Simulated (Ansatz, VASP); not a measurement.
# Si62P in VASP and in Ansatz

```
Si P
1.0
    10.86000    0.00000    0.00000
     0.00000   10.86000    0.00000
     0.00000    0.00000   10.86000
Si P
62 1
Direct
  0.49993 0.00007 0.00097
  0.61944 0.12500 0.13055
  0.74676 0.24946 0.00159
  0.87274 0.37563 0.12437
  0.74701 0.00066 0.25386
  0.87560 0.12492 0.37508
  0.99979 0.00077 0.99979
  0.12505 0.12700 0.12505
  0.24873 0.25127 0.99803
  0.37300 0.37495 0.12505
  0.49923 0.50021 0.99979
  0.62339 0.62579 0.12700
  0.75070 0.74930 0.00208
  0.87421 0.87661 0.12700
  0.25440 0.01409 0.25440
  0.48591 0.24560 0.25440
  0.61944 0.36945 0.37500
  0.74676 0.49841 0.25054
  0.87509 0.62491 0.37457
  0.62396 0.11610 0.62396
  0.74701 0.24614 0.49934
  0.87421 0.37300 0.62339
  0.75146 0.99753 0.75146
  0.87509 0.12543 0.87509
  0.99940 0.50060 0.99940
  0.12437 0.62726 0.12437
  0.25054 0.75324 0.00159
  0.37500 0.88056 0.13055
  0.99803 0.25127 0.24873
  0.12505 0.37495 0.37300
  0.24873 0.50197 0.24873
  0.37508 0.62440 0.37508
  0.49934 0.75299 0.25386
  0.62396 0.87604 0.38390
  0.00097 0.00007 0.49993
  0.13055 0.12500 0.61944
  0.25440 0.24560 0.48591
  0.37500 0.36945 0.61944
  0.49993 0.49903 0.49993
  0.62619 0.62249 0.62619
  0.75146 0.74854 0.50247
  0.87751 0.87381 0.62619
  0.25386 0.00066 0.74701
  0.37508 0.12492 0.87560
  0.49934 0.24614 0.74701
  0.62339 0.37300 0.87421
  0.75070 0.49792 0.75070
  0.87516 0.62484 0.87516
  0.00159 0.75324 0.25054
  0.13055 0.88056 0.37500
  0.99979 0.50021 0.49923
  0.12700 0.62579 0.62339
  0.25386 0.75299 0.49934
  0.38390 0.87604 0.62396
  0.00159 0.24946 0.74676
  0.12437 0.37563 0.87274
  0.25054 0.49841 0.74676
  0.37457 0.62491 0.87509
  0.50247 0.74854 0.75146
  0.62619 0.87381 0.87751
  0.00208 0.74930 0.75070
  0.12700 0.87661 0.87421
  0.49755 0.00245 0.49755
```

Alike in both runs: functional PBE; k mesh 1 × 1 × 1; occupations gaussian, width 0.02 eV; collinear spin.

Ansatz relaxed the structure, and its values are those at the end. VASP's run is a single point on that final structure, the one shown.

```csv
,VASP,Ansatz
version,VASP 6.6.1,Ansatz 0.2.0
potentials or method,"VASP PAW PBE potentials, release 64 (Si, P), cutoff 520 eV","scalar-relativistic, plane waves, PAW"
valence electrons in the cell,253,253
```

|  | VASP | Ansatz | Ansatz less VASP |
| --- | --- | --- | --- |
| rms of the force components (eV/Å) | 0.003 | 0.003 | -0.0005 |
| net moment per atom (μB) | 0.02 | 0.02 | 0.000 |

The functional is the same, so the differences come from potentials, cutoffs and numerics.
